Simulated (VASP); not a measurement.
Write the native input for VASP 6.6.1 that does the following.

```yaml
Task: single point
Functional: r2SCAN
Potentials_or_basis: VASP PAW PBE potentials, release 64 (H)
Cutoff: 520 eV
k_mesh: 10 × 10 × 10
Occupations: gaussian, width 0.05 eV
Spin: no spin polarisation
Dipole_correction: no
Further_INCAR_settings: ALGO = Normal; EDIFF = 1e-06; NBANDS = 8
```

H:

```
H
1.0
    -1.56467    1.56467    2.05847
     1.56467   -1.56467    2.05847
     1.56467    1.56467   -2.05847
H
2
Direct
  0.90986 0.90986 0.00000
  0.09014 0.09014 0.00000
```

This cell differs from its parent crystal: strain -0.0750 x Voigt [1, 1, 0, 0, 0, 0].

One way to write it, as run:

POSCAR

```
H
1.0
   -1.5646693848      1.5646693848      2.0584739900
    1.5646693848     -1.5646693848      2.0584739900
    1.5646693848      1.5646693848     -2.0584739900
H
2
Direct
    0.9098622900      0.9098622900      0.0000000000
    0.0901377100      0.0901377100      0.0000000000
```

INCAR.step1

```
PREC     = Accurate       # precision mode
ENCUT    = 520            # plane-wave cutoff, eV
ISMEAR   = 0              # smearing method
SIGMA    = 0.05           # smearing width, eV
LREAL    = F              # projectors in reciprocal space
LASPH    = T              # aspherical terms in the spheres
NELM     = 80             # most SCF steps
NBANDS   = 8              # bands
GGA      = PE             # functional
ALGO     = Normal         # electronic algorithm
EDIFF    = 1E-4           # SCF threshold, eV
LWAVE    = T              # write WAVECAR
LCHARG   = F              # write CHGCAR
```

INCAR.step2

```
PREC     = Accurate       # precision mode
ENCUT    = 520            # plane-wave cutoff, eV
EDIFF    = 1E-6           # SCF threshold, eV
ISMEAR   = 0              # smearing method
SIGMA    = 0.05           # smearing width, eV
LREAL    = F              # projectors in reciprocal space
LASPH    = T              # aspherical terms in the spheres
NELM     = 80             # most SCF steps
ALGO     = Normal         # electronic algorithm
ISIF     = 2              # what is computed and relaxed
LWAVE    = F              # write WAVECAR
LCHARG   = F              # write CHGCAR
METAGGA  = R2SCAN         # meta-GGA
LMIXTAU  = T            
NBANDS   = 8              # bands
ISTART   = 1
```

KPOINTS

```
regular mesh
0
Gamma
  10 10 10
```

Potentials or basis: VASP PAW PBE potentials, release 64 (H).

Command:

```bash
$ cat potpaw_PBE.64/H/POTCAR > POTCAR
$ cp INCAR.step1 INCAR
$ mpirun -np 1 vasp_std > vasp.out
$ cp INCAR.step2 INCAR
$ mpirun -np 1 vasp_std > vasp.out
```

Results of the run:

The pressure is 0.3 GPa. The largest force is 0.011 eV/Å and the band gap on the k mesh is 9.46 eV, indirect (least direct gap 10.16 eV).

Caveat: the cell differs from its parent crystal (strain -0.0750 x Voigt [1, 1, 0, 0, 0, 0]); the PAW data sets were made with another functional, which shifts forces and pressure a little.

Wall time 23 s on 1 thread of Intel(R) Xeon(R) Platinum 8488C (Sapphire Rapids), with other jobs on the host, peak memory 0.13 GiB.
